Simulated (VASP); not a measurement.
# Pt (P-1) in VASP: single point with PBEsol

Aim: the single point of Pt with PBEsol.

Everything below comes from runs of VASP 6.6.1. Logs are shortened: lines on timing, memory, paths and dates and some standing lists are left out, and cuts for length are marked.

### Step 1. The cell of the first run

The typed cell holds 2 atoms: a = 2.761 Å, b = 2.761 Å, c = 4.792 Å, α = 90.00°, β = 90.00°, γ = 120.00°.

### Step 2. Single point, PBEsol (one atom moved)

Input file INCAR:

```
PREC = Accurate ; ENCUT = 520
EDIFF = 1E-7 ; ISMEAR = 0
SIGMA = 0.1 ; LREAL = False
LASPH = True ; NELM = 60
ALGO = Fast ; ISIF = 2
LWAVE = False ; LCHARG = False
GGA = PS ; NBANDS = 17
```

Input file KPOINTS:

```
regular mesh
0
Gamma
  15 15 8
```

Input file POSCAR:

```
Pt
1.0
    2.7606656158      0.0000000000      0.0000000000
   -1.3803328079      2.3908065546      0.0000000000
    0.0000000000      0.0000000000      4.7921340000
Pt
2
Direct
    0.6190880689      0.3143606532      0.7297856237
    0.3333333300      0.6666666700      0.2500000000
```

Potentials or basis: VASP PAW PBE potentials, release 64 (Pt).

The run is started by

```sh
$ cat potpaw_PBE.64/Pt/POTCAR > POTCAR
$ mpirun -np 1 vasp_std > vasp.out
```

OUTCAR:

```text
PREC = Accurate
   ENCUT = 520
   EDIFF = 1E-7
   ISMEAR = 0
   LREAL = False
   LASPH = True
   NELM = 60
   ISIF = 2
   GGA = PS

 ion  position               nearest neighbor table
   1  0.619  0.314  0.730-   2 2.76   2 2.77   2 2.86   2 2.92   2 2.94   2 3.02
   2  0.333  0.667  0.250-   1 2.76   1 2.77   1 2.86   1 2.92   1 2.94   1 3.02

  LATTYP: Found a hexagonal cell.
 ALAT       =     2.7606656158
 C/A-ratio  =     1.7358618054

  Lattice vectors:

 A1 = (   2.7606656158,   0.0000000000,   0.0000000000)
 A2 = (  -1.3803328079,   2.3908065546,   0.0000000000)
 A3 = (   0.0000000000,   0.0000000000,   4.7921340000)

Analysis of symmetry for initial positions (statically):
=====================================================================
 Subroutine PRICEL returns:
 Original cell was already a primitive cell.

 Routine SETGRP: Setting up the symmetry group for a
 hexagonal supercell.

 Subroutine GETGRP returns: Found  2 space group operations
 (whereof  1 operations were pure point group operations)
 out of a pool of 24 trial point group operations.

The static configuration has the point symmetry C_1 .
 The point group associated with its full space group is S_2 .

Analysis of symmetry for dynamics (positions and initial velocities):
=====================================================================
 Subroutine PRICEL returns:
 Original cell was already a primitive cell.

 Routine SETGRP: Setting up the symmetry group for a
 hexagonal supercell.

 Subroutine GETGRP returns: Found  2 space group operations
 (whereof  1 operations were pure point group operations)
 out of a pool of 24 trial point group operations.

The dynamic configuration has the point symmetry C_1 .
 The point group associated with its full space group is S_2 .

 Subroutine INISYM returns: Found  2 space group operations
 (whereof  1 operations are pure point group operations),
 and found     1 'primitive' translations

----------------------------------------------------------------------------------------

                                     Primitive cell

  volume of cell :      31.6291

  direct lattice vectors                    reciprocal lattice vectors
     2.760665616  0.000000000  0.000000000     0.362231483  0.209134444  0.000000000
    -1.380332808  2.390806555  0.000000000     0.000000000  0.418268888  0.000000000
     0.000000000  0.000000000  4.792134000     0.000000000  0.000000000  0.208675300

[... 82 lines left out ...]
   NELM   =     60;   NELMIN=  2; NELMDL= -5     # of ELM steps
   EDIFF  = 0.1E-06   stopping-criterion for ELM
   LREAL  =      F    real-space projection
   EDIFFG = 0.1E-05   stopping-criterion for IOM
   NSW    =      0    number of steps for IOM
   IBRION =     -1    ionic relax: 0-MD 1-quasi-New 2-CG
   NFREE  =      0    steps in history (QN), initial steepest desc. (CG)
   ISIF   =      2    stress and relaxation
   ISYM   =      2    0-nonsym 1-usesym 2-fastsym
   POTIM  = 0.5000    time-step for ionic-motion
   TEBEG  =    0.0;   TEEND  =   0.0 temperature during run
   PSTRESS=    0.0 pullay stress
   NELECT =      20.0000    total number of electrons
   NUPDOWN=      -1.0000    fix difference up-down
   EMIN   =  10.00;   EMAX   =-10.00  energy-range for DOS
   EFERMI =   0.00;   METHOD = LEGACY
   ISMEAR =     0;   SIGMA  =   0.10  broadening in eV -4-tet -1-fermi 0-gaus
   EFERMI_NEDOS =   21; number of points for ismear=-14 and -15
   IALGO  =     68    algorithm
   IMIX   =      4    mixing-type and parameters
     AMIX     =   0.40;   BMIX     =  1.00
     AMIX_MAG =   1.60;   BMIX_MAG =  1.00
  volume/ion in A,a.u.               =      15.81       106.72
  Fermi-wavevector in a.u.,A,eV,Ry     =   1.405149  2.655347 26.863944  1.974444
  Thomas-Fermi vector in A             =   2.527639
   LORBIT       =      0    0 simple, 1 ext, 2 COOP (PROOUT), +10 PAW based schemes
   GGA     = PS    functional components
   LHFCALC =     F    Hartree Fock is set to
   AEXX    =    0.0000 exact exchange contribution
   IVDW    =     0    specifies the selected vdW correction
   LEPSILON=     F    determine dielectric tensor
   LRPA    =     F    only Hartree local field effects (RPA)
 non-spin polarized calculation
 RMM-DIIS sequential band-by-band and
 Gauss-broadening in eV      SIGMA  =   0.10
  energy-cutoff  :      520.00
  volume of cell :       31.63
 maximum number of plane-waves:       866
 NGX is ok and might be reduce to    24
   NGX = 11   NGY = 11   NGZ = 17

 number of electron      20.0000002 magnetization

 Free energy of the ion-electron system (eV)
  ---------------------------------------------------
  ext. energy  EPLUGINS =         0.00000000
  ---------------------------------------------------
  free energy    TOTEN  =       -13.72095111 eV

  energy without entropy =      -13.70197948  energy(sigma->0) =      -13.71146530

 E-fermi :  10.1860     XC(G=0): -13.3375

 val. band max:       10.1857034930   @ k =   0.2000   0.0000   0.1250
 cond. band min:      10.1870898006   @ k =   0.3333   0.4000  -0.3750
 fundamental gap:      0.0013863077
 Fermi energy:        10.1859881478

 k-point     1 :       0.0000    0.0000    0.0000
  band No.  band energies     occupation
      1       0.4178      2.00000
      2       3.0800      2.00000
      3       6.2071      2.00000
      4       6.6994      2.00000
      5       6.7892      2.00000
      6       7.0697      2.00000
[... 457 lines left out ...]
      4       6.7160      2.00000
      5       6.9195      2.00000
      6       7.1415      2.00000
[... 9 lines left out ...]
     16      27.8043      0.00000
     17      28.7878      0.00000

 [... further k-points ...]

------------------------ aborting loop because EDIFF is reached ----------------------------------------

  FORCE on cell =-STRESS in cart. coord.  units (eV):
  Direction    XX          YY          ZZ          XY          YZ          ZX
  --------------------------------------------------------------------------------------
  -------------------------------------------------------------------------------------
  Total       -2.0462073     -2.0780826     -1.7952758     -0.0016270      0.0248289      0.0875099
  in kB     -103.6508835   -105.2655302    -90.9399196     -0.0824144      1.2577113      4.4328260
  external PRESSURE =     -99.9521111 kB  Pullay stress =       0.0000000 kB

 VOLUME and BASIS-vectors are now :
 -----------------------------------------------------------------------------
  energy-cutoff  :      520.00
  volume of cell :       31.63
      direct lattice vectors                 reciprocal lattice vectors
     2.760665616  0.000000000  0.000000000     0.362231483  0.209134444  0.000000000
    -1.380332808  2.390806555  0.000000000     0.000000000  0.418268888  0.000000000
     0.000000000  0.000000000  4.792134000     0.000000000  0.000000000  0.208675300

 POSITION                                       TOTAL-FORCE (eV/Angst)
 -----------------------------------------------------------------------------------
      1.27517      0.75158      3.49723        -0.058065     -0.040081      0.874748
     -0.00000      1.59387      1.19803         0.058065      0.040081     -0.874748
 -----------------------------------------------------------------------------------
    total drift:                               -0.000001     -0.000000     -0.000003

  FREE ENERGIE OF THE ION-ELECTRON SYSTEM (eV)
  ---------------------------------------------------
  free  energy   TOTEN  =       -13.7209511101 eV

  energy  without entropy=      -13.7019794836  energy(sigma->0) =      -13.71146530
```

stdout:

```text
POSCAR found type information on POSCAR Pt
 POSCAR found :  1 types and       2 ions
 scaLAPACK will be used
 -----------------------------------------------------------------------------
|                                                                             |
|                                                                             |
|     You enforced a specific xc type in the INCAR file but a different       |
|     I HOPE YOU KNOW WHAT YOU ARE DOING!                                     |
|                                                                             |
 -----------------------------------------------------------------------------

 LDA part: xc-table for (Slater+PW92), standard interpolation
 POSCAR, INCAR and KPOINTS ok, starting setup
 FFT: planning ... GRIDC
 FFT: planning ... GRID_SOFT
 FFT: planning ... GRID
 WAVECAR not read
 entering main loop
```

It took 3.9 min on 1 thread of AMD EPYC 9R45 (Zen 5), shared host; peak memory 0.46 GiB.

Results:

- Free energy: -13.7210 eV
- Pressure: -10.0 GPa
- Largest force: 0.878 eV/Å
- Band gap on the k mesh: zero (bands 10 and 11 overlap by 1.20 eV)

Forces on the atoms (eV/Å):
```
Pt  -0.058 -0.040  0.875
Pt   0.058  0.040 -0.875
```

Stress tensor (GPa, compression positive):
```
-10.37  -0.01   0.44
 -0.01 -10.53   0.13
  0.44   0.13  -9.09
```

Levels at points of the mesh, in eV from the Fermi level:
```
           k point  band 8  band 9  band 10  band 11  band 12  band 13
(0.00, 0.00, 0.00)   -2.02   -1.54    -0.76    -0.43     0.00     4.57
(0.00, 0.00, 0.50)   -3.38   -1.07    -0.84    -0.66    -0.61    11.03
```

Caveat: the cell differs from its parent crystal (one atom moved); the cell stands under tension; the PAW data sets were made with another functional, which shifts forces and pressure a little; spin-orbit coupling is left out, which moves the levels of the heavy elements.
